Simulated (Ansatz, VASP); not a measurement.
Two plane-wave programs on Li2B

```
Li B
1.0
    -3.19672    3.19672    1.63105
     3.19672   -3.19672    1.63105
     3.19672    3.19672   -1.63105
Li B
4 2
Direct
  0.84146 0.65854 0.50000
  0.34146 0.84146 0.18292
  0.15854 0.34146 0.50000
  0.65854 0.15854 0.81708
  0.75000 0.75000 0.00000
  0.25000 0.25000 0.00000
```

Change from the starting cell: species swapped into the Zr2Al type (I4/mcm, No. 140).

Alike in both runs: functional PBE; k mesh 14 × 14 × 14; occupations gaussian, width 0.1 eV; no spin polarisation.

Ansatz relaxed the structure, and its values are those at the end. VASP's run is a single point on that final structure, the one shown.

|  | VASP | Ansatz |
| --- | --- | --- |
| version | VASP 6.6.1 | Ansatz 0.2.0 |
| potentials or method | VASP PAW PBE potentials, release 64 (Li_sv, B), cutoff 520 eV | scalar-relativistic, plane waves, PAW |
| valence electrons in the cell | 18 | 18 |

|  | VASP | Ansatz | Ansatz less VASP |
| --- | --- | --- | --- |
| gap on the k mesh at the Fermi level (eV) | none | none | - |
| rms of the force components (eV/Å) | 0.004 | 0.000 | -0.0036 |

A gap of «none» marks a metal or a gap that the smearing closes.

Noted on VASP's run: the cutoff is under 1.25 times that of the potentials, so the pressure is a little rough.
